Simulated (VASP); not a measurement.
Here is a VASP 6.6.1 calculation.

INCAR

```
SYSTEM = Zn
PREC = Accurate ; ENCUT = 600
EDIFF = 1E-6 ; ISMEAR = -1
SIGMA = 0.05 ; LREAL = .False.
LASPH = .True. ; NELM = 100
ALGO = Fast ; ISIF = 3
LWAVE = .False. ; LCHARG = .False.
GGA = PS ; IVDW = 13
IBRION = 2 ; NSW = 60
EDIFFG = -0.01
```

File KPOINTS:

```
regular mesh
0
Gamma
  12 12 12
  0 0 0
```

POSCAR

```
Zn
1.0
    0.0000000000      1.9647760000      1.9647760000
    1.9647760000      0.0000000000      1.9647760000
    1.9647760000      1.9647760000      0.0000000000
Zn
1
Direct
    0.0000000000      0.0000000000      0.0000000000
```

Potentials or basis: VASP PAW PBE potentials, release 64 (Zn).

The run is started by

```bash
$ cat potpaw_PBE.64/Zn/POTCAR > POTCAR
$ mpirun -np 1 vasp_std > vasp.out
```

Q: Predict the relaxed cell.

A: a = 2.696 Å, b = 2.696 Å, c = 2.696 Å, α = 60.00°, β = 60.00°, γ = 60.00°.

Q: Estimate the space group after relaxing (to 0.05 Å).

A: Fm-3m (No. 225).

Q: Estimate the dispersion energy per atom.

A: -0.202 eV.

Q: Predict the band gap on the k mesh.

A: Zero (band 6 reaches 5.88 eV, above the bottom of band 7 at 2.36 eV).

Step by step:
| step | energy change (eV) | largest force (eV/Å) | pressure (GPa) | volume (Å³) |
| --- | --- | --- | --- | --- |
| 1 | 0.0000 | 0.0000 | -6.78 | 15.17 |
| 2 | -0.0313 | 0.0000 | 0.35 | 13.80 |
| 3 | -0.0313 | 0.0000 | 0.01 | 13.85 |

Caveat: the PAW data sets were made with another functional, which shifts forces and pressure a little; pairwise dispersion overbinds metals, which lowers pressure and volume.
